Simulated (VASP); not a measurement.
# Tl (P6_3/mmc) in VASP: further runs

Tl is run at these levels: LDA; tasks: single point.

All numbers are computed with VASP 6.6.1; they aren't measurements. Logs are shortened: lines on timing, memory, paths and dates and some standing lists are left out, and cuts for length are marked.

## Step 1: The cell of the first run

Symmetry: P6_3/mmc, No. 194, hexagonal system. The conventional cell has a = 3.479 Å, b = 3.479 Å, c = 5.562 Å, α = 90.00°, β = 90.00°, γ = 120.00°. Tl (site symmetry -6m2) has 12 Tl at 3.43 to 3.48 Å within 4.5 Å.

## Step 2: Single point, LDA (volume scaled by 1.02)

File INCAR:

```
SYSTEM = Tl
PREC     = Accurate       ! precision mode
ENCUT    = 520            ! plane-wave cutoff, eV
EDIFF    = 1E-6           ! SCF threshold, eV
ISMEAR   = -1             ! smearing method
SIGMA    = 0.05           ! smearing width, eV
LREAL    = .FALSE.        ! projectors in reciprocal space
LASPH    = .TRUE.         ! aspherical terms in the spheres
NELM     = 60             ! most SCF steps
ALGO     = Normal         ! electronic algorithm
ISIF     = 2              ! what is computed and relaxed
LWAVE    = .FALSE.        ! write WAVECAR
LCHARG   = .TRUE.         ! write CHGCAR
GGA      = CA             ! functional
LELF     = .TRUE.         ! ELF
LVHAR    = .TRUE.       
NBANDS   = 20             ! bands
```

File KPOINTS:

```
regular mesh
0
G
  11 11 6
  0 0 0
```

File POSCAR:

```
Tl
1.0
    3.4788864299      0.0000000000      0.0000000000
   -1.7394432150      3.0128040252      0.0000000000
    0.0000000000      0.0000000000      5.5615904703
Tl
2
Direct
    0.3333333333      0.6666666667      0.2500000000
    0.6666666667      0.3333333333      0.7500000000
```

Potentials or basis: VASP PAW LDA potentials, release 64 (Tl_d).

Started as:

```bash
> cat potpaw_LDA.64/Tl_d/POTCAR > POTCAR
> mpirun -np 1 vasp_std > vasp.out
```

OUTCAR:

```text
SYSTEM = Tl
   PREC = Accurate
   ENCUT = 520
   EDIFF = 1E-6
   ISMEAR = -1
   LREAL = .FALSE.
   LASPH = .TRUE.
   NELM = 60
   ISIF = 2
   GGA = CA

 ion  position               nearest neighbor table
   1  0.333  0.667  0.250-   2 3.43   2 3.43   2 3.43   2 3.43   2 3.43   2 3.43
   2  0.667  0.333  0.750-   1 3.43   1 3.43   1 3.43   1 3.43   1 3.43   1 3.43

  LATTYP: Found a hexagonal cell.
 ALAT       =     3.4788864299
 C/A-ratio  =     1.5986697417

  Lattice vectors:

 A1 = (   3.4788864299,   0.0000000000,   0.0000000000)
 A2 = (  -1.7394432150,   3.0128040252,   0.0000000000)
 A3 = (   0.0000000000,   0.0000000000,   5.5615904703)

Analysis of symmetry for initial positions (statically):
=====================================================================
 Subroutine PRICEL returns:
 Original cell was already a primitive cell.

 Routine SETGRP: Setting up the symmetry group for a
 hexagonal supercell.

 Subroutine GETGRP returns: Found 24 space group operations
 (whereof 12 operations were pure point group operations)
 out of a pool of 24 trial point group operations.

The static configuration has the point symmetry D_3d.
 The point group associated with its full space group is D_6h.

Analysis of symmetry for dynamics (positions and initial velocities):
=====================================================================
 Subroutine PRICEL returns:
 Original cell was already a primitive cell.

 Routine SETGRP: Setting up the symmetry group for a
 hexagonal supercell.

 Subroutine GETGRP returns: Found 24 space group operations
 (whereof 12 operations were pure point group operations)
 out of a pool of 24 trial point group operations.

The dynamic configuration has the point symmetry D_3d.
 The point group associated with its full space group is D_6h.

 Subroutine INISYM returns: Found 24 space group operations
 (whereof 12 operations are pure point group operations),
 and found     1 'primitive' translations

----------------------------------------------------------------------------------------

                                     Primitive cell

  volume of cell :      58.2922

  direct lattice vectors                    reciprocal lattice vectors
     3.478886430  0.000000000  0.000000000     0.287448303  0.165958355  0.000000000
    -1.739443215  3.012804025  0.000000000     0.000000000  0.331916710  0.000000000
     0.000000000  0.000000000  5.561590470     0.000000000  0.000000000  0.179804681

  length of vectors
     3.478886430  3.478886430  5.561590470     0.331916710  0.331916710  0.179804681

  position of ions in fractional coordinates (direct lattice)
     0.333333333  0.666666667  0.250000000
     0.666666667  0.333333333  0.750000000

  ion indices of the primitive-cell ions
   primitive index   ion index
                 1           1
                 2           2

----------------------------------------------------------------------------------------

 KPOINTS: regular mesh

Automatic generation of k-mesh.
 Grid dimensions read from file:
 generate k-points for:   11   11    6

 Generating k-lattice:

  Cartesian coordinates                     Fractional coordinates (reciprocal lattice)
     0.026131664  0.015087123  0.000000000     0.090909091  0.000000000  0.000000000
     0.000000000  0.030174246  0.000000000     0.000000000  0.090909091  0.000000000
     0.000000000  0.000000000  0.029967447     0.000000000  0.000000000  0.166666667

  Length of vectors
     0.030174246  0.030174246  0.029967447

  Shift w.r.t. Gamma in fractional coordinates (k-lattice)
     0.000000000  0.000000000  0.000000000

 Subroutine IBZKPT returns following result:
 ===========================================

 Found     64 irreducible k-points:

 Following reciprocal coordinates:
            Coordinates               Weight
  0.000000  0.000000  0.000000      1.000000
  0.090909  0.000000  0.000000      6.000000
  0.181818 -0.000000  0.000000      6.000000
  0.272727 -0.000000  0.000000      6.000000
  0.363636  0.000000  0.000000      6.000000
  0.454545  0.000000  0.000000      6.000000
[... 16 lines left out ...]
  0.090909  0.090909  0.166667     12.000000
  0.181818  0.090909  0.166667     24.000000
 [... further k-points ...]
   k-points           NKPTS =     64   k-points in BZ     NKDIM =     64   number of bands    NBANDS=     20
   number of dos      NEDOS =    301   number of ions     NIONS =      2
   total plane-waves  NPLWV =  32928
   dimension x,y,z NGX =    28 NGY =   28 NGZ =   42
   dimension x,y,z NGXF=    56 NGYF=   56 NGZF=   84
   ions per type =               2
   NGX,Y,Z   is equivalent  to a cutoff of  13.38, 13.38, 12.55 a.u.
   NGXF,Y,Z  is equivalent  to a cutoff of  26.76, 26.76, 25.11 a.u.
 SYSTEM =  Tl
   PREC   = accura    normal or accurate (medium, high low for compatibility)
   ISTART =      0    job   : 0-new  1-cont  2-samecut
   ICHARG =      2    charge: 1-file 2-atom 10-const
   ISPIN  =      1    spin polarized calculation?
   LNONCOLLINEAR =      F non collinear calculations
   LSORBIT =      F    spin-orbit coupling
   LASPH  =      T    aspherical Exc in radial PAW
   ENCUT  =  520.0 eV  38.22 Ry    6.18 a.u.   6.47  6.47 10.34*2*pi/ulx,y,z
   NELM   =     60;   NELMIN=  2; NELMDL= -5     # of ELM steps
   EDIFF  = 0.1E-05   stopping-criterion for ELM
   LREAL  =      F    real-space projection
[... 7 lines left out ...]
   TEBEG  =    0.0;   TEEND  =   0.0 temperature during run
   PSTRESS=    0.0 pullay stress
   NELECT =      26.0000    total number of electrons
   NUPDOWN=      -1.0000    fix difference up-down
   EMIN   =  10.00;   EMAX   =-10.00  energy-range for DOS
   EFERMI =   0.00;   METHOD = LEGACY
   ISMEAR =    -1;   SIGMA  =   0.05  broadening in eV -4-tet -1-fermi 0-gaus
   EFERMI_NEDOS =   21; number of points for ismear=-14 and -15
   IALGO  =     38    algorithm
   IMIX   =      4    mixing-type and parameters
     AMIX     =   0.40;   BMIX     =  1.00
     AMIX_MAG =   1.60;   BMIX_MAG =  1.00
  volume/ion in A,a.u.               =      29.15       196.69
  Fermi-wavevector in a.u.,A,eV,Ry     =   1.250823  2.363713 21.287110  1.564558
  Thomas-Fermi vector in A             =   2.384799
   LORBIT       =      0    0 simple, 1 ext, 2 COOP (PROOUT), +10 PAW based schemes
   GGA     = CA    functional components
   LHFCALC =     F    Hartree Fock is set to
   AEXX    =    0.0000 exact exchange contribution
   IVDW    =     0    specifies the selected vdW correction
   LEPSILON=     F    determine dielectric tensor
   LRPA    =     F    only Hartree local field effects (RPA)
 non-spin polarized calculation
  energy-cutoff  :      520.00
  volume of cell :       58.29
 maximum number of plane-waves:      1589
 NGX is ok and might be reduce to    28
   NGX = 13   NGY = 13   NGZ = 21

 number of electron      26.0000002 magnetization

 Free energy of the ion-electron system (eV)
  ---------------------------------------------------
  ext. energy  EPLUGINS =         0.00000000
  ---------------------------------------------------
  free energy    TOTEN  =        -5.85112158 eV

  energy without entropy =       -5.84159880  energy(sigma->0) =       -5.84636019

 E-fermi :   6.0361     XC(G=0): -10.4106

 val. band max:        6.0352822099   @ k =   0.2727   0.1818   0.5000
 cond. band min:       6.0796020592   @ k =   0.3636   0.0000   0.0000
 fundamental gap:      0.0443198493
 Fermi energy:         6.0360899554

 k-point     1 :       0.0000    0.0000    0.0000
  band No.  band energies     occupation
      1      -5.6314      2.00000
      2      -5.4147      2.00000
      3      -5.3967      2.00000
      4      -5.3967      2.00000
      5      -5.3456      2.00000
      6      -5.3456      2.00000
[... 12 lines left out ...]
     19      16.7728      0.00000
     20      16.8445      0.00000

 k-point     2 :       0.0909    0.0000    0.0000
  band No.  band energies     occupation
      1      -5.6057      2.00000
      2      -5.4463      2.00000
      3      -5.3627      2.00000
      4      -5.3593      2.00000
      5      -5.3450      2.00000
      6      -5.3139      2.00000
[... 12 lines left out ...]
     19      16.8560      0.00000
     20      17.5725      0.00000

 k-point     3 :       0.1818   -0.0000    0.0000
  band No.  band energies     occupation
      1      -5.5919      2.00000
      2      -5.4486      2.00000
      3      -5.3648      2.00000
      4      -5.3610      2.00000
      5      -5.3370      2.00000
      6      -5.2742      2.00000
[... 12 lines left out ...]
     19      16.0825      0.00000
     20      17.7067      0.00000

 k-point     4 :       0.2727   -0.0000    0.0000
  band No.  band energies     occupation
      1      -5.6473      2.00000
      2      -5.4536      2.00000
      3      -5.4496      2.00000
      4      -5.3827      2.00000
      5      -5.3237      2.00000
      6      -5.1691      2.00000
[... 12 lines left out ...]
     19      15.3013      0.00000
     20      16.8242      0.00000

 k-point     5 :       0.3636    0.0000    0.0000
  band No.  band energies     occupation
      1      -5.7087      2.00000
      2      -5.5387      2.00000
      3      -5.4952      2.00000
      4      -5.4215      2.00000
      5      -5.2582      2.00000
      6      -5.1970      2.00000
[... 12 lines left out ...]
     19      14.5721      0.00000
     20      16.2004      0.00000
[... 353 lines left out ...]
      6      -5.2063      2.00000
[... 12 lines left out ...]
     19      14.5506      0.00000
     20      15.7559      0.00000

 k-point    22 :       0.4545    0.0000    0.1667
  band No.  band energies     occupation
      1      -5.7252      2.00000
      2      -5.6429      2.00000
      3      -5.4970      2.00000
      4      -5.4113      2.00000
      5      -5.3238      2.00000
      6      -5.1718      2.00000
[... 12 lines left out ...]
     19      14.3402      0.00000
     20      15.4932      0.00000

 k-point    23 :       0.0909    0.0909    0.1667
  band No.  band energies     occupation
      1      -5.5594      2.00000
      2      -5.4683      2.00000
      3      -5.4014      2.00000
      4      -5.3613      2.00000
      5      -5.3487      2.00000
      6      -5.2928      2.00000
[... 12 lines left out ...]
     19      16.3361      0.00000
     20      17.0944      0.00000

 k-point    24 :       0.1818    0.0909    0.1667
  band No.  band energies     occupation
      1      -5.5738      2.00000
      2      -5.4763      2.00000
      3      -5.4288      2.00000
      4      -5.3664      2.00000
      5      -5.3454      2.00000
      6      -5.2243      2.00000
[... 12 lines left out ...]
     19      16.1370      0.00000
     20      16.9886      0.00000

 [... further k-points ...]
[... 5 lines left out ...]
  --------------------------------------------------------------------------------------
  -------------------------------------------------------------------------------------
  Total       -0.8331811     -0.8331811     -0.8901317      0.0000000      0.0000000      0.0000000
  in kB      -22.9002312    -22.9002312    -24.4655338      0.0000000      0.0000000      0.0000000
  external PRESSURE =     -23.4219987 kB  Pullay stress =       0.0000000 kB

 VOLUME and BASIS-vectors are now :
 -----------------------------------------------------------------------------
  energy-cutoff  :      520.00
  volume of cell :       58.29
      direct lattice vectors                 reciprocal lattice vectors
     3.478886430  0.000000000  0.000000000     0.287448303  0.165958355  0.000000000
    -1.739443215  3.012804025  0.000000000     0.000000000  0.331916710  0.000000000
     0.000000000  0.000000000  5.561590470     0.000000000  0.000000000  0.179804681

 POSITION                                       TOTAL-FORCE (eV/Angst)
 -----------------------------------------------------------------------------------
     -0.00000      2.00854      1.39040         0.000000     -0.000000      0.000000
      1.73944      1.00427      4.17119        -0.000000      0.000000      0.000000
 -----------------------------------------------------------------------------------
    total drift:                                0.000000     -0.000000      0.000000

  FREE ENERGIE OF THE ION-ELECTRON SYSTEM (eV)
  ---------------------------------------------------
  free  energy   TOTEN  =        -5.8511215756 eV

  energy  without entropy=       -5.8415988002  energy(sigma->0) =       -5.84636019
```

It took 19 s on 1 thread of Intel Xeon 6975P-C (Granite Rapids), shared host; peak memory 0.18 GiB.

Results:

```yaml
Free_energy: -5.8511 eV
Pressure: -2.3 GPa
Band_gap_on_the_k_mesh: zero (band 13 reaches 9.50 eV, above the bottom of band 14 at 4.00 eV)
```

Caveat: spin-orbit coupling is left out, which moves the levels of the heavy elements.

(Part 1 of 2 ends here.)
